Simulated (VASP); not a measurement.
Si2Bi2S:

```
Si Bi S
1.0
     4.21681    0.00000    0.00000
    -2.10841    3.65187    0.00000
     0.00000    0.00000    7.36372
Si Bi S
2 2 1
Direct
  0.00000 0.00000 0.85848
  0.00000 0.00000 0.14152
  0.33333 0.66667 0.00000
  0.00000 0.00000 0.50000
  0.66667 0.33333 0.00000
```

The cell was generated, and may not be a known phase.

| Property | Result |
| --- | --- |
| Program | VASP 6.6.1 |
| Task | relaxation of cell and atoms |
| Functional | PBE |
| Potentials or basis | VASP PAW PBE potentials, release 64 (Si, Bi_d, S) |
| Cutoff | 600 eV |
| k mesh | 6 × 6 × 4 |
| Occupations | gaussian, width 0.1 eV |
| Spin | no spin polarisation |

At the start: pressure 34.3 GPa; volume 22.68 Å³/atom.

Task: How do energy, volume and symmetry change on relaxing?

Result: Over 12 steps the energy falls by 863.4 meV/atom and the volume is 33.34 Å³/atom (+47.0 %); space group P-6m2 (No. 187, to 0.1 Å) before and after.

The path:
```tsv
step	energy change (eV)	largest force (eV/Å)	pressure (GPa)	volume (Å³)
1	0.0000	4.4761	34.30	113.40
2	-3.0432	0.3586	-5.39	212.78
3	-4.1766	0.5917	0.23	161.98
4	-4.1763	0.6038	-0.04	163.16
5	-4.2711	0.6094	-0.02	163.92
6	-4.2995	0.4131	0.10	164.34
7	-4.2767	0.3665	0.31	165.03
8	-4.3034	0.2535	0.16	164.55
9	-4.3115	0.1147	0.09	165.48
10	-4.3146	0.0487	0.02	166.39
11	-4.3168	0.0148	-0.15	166.78
12	-4.3169	0.0064	-0.13	166.72
```

Final structure:
```
Si Bi S
1.0
     4.94719    0.00000    0.00000
    -2.47359    4.28439    0.00000
     0.00000    0.00000    7.86581
Si Bi S
2 2 1
Direct
  0.00000 0.00000 0.85045
  0.00000 0.00000 0.14955
  0.33333 0.66667 0.00000
  0.00000 0.00000 0.50000
  0.66667 0.33333 0.00000
```

Caveat: the volume moved by over 15 % at a fixed basis, so the end points are rough.
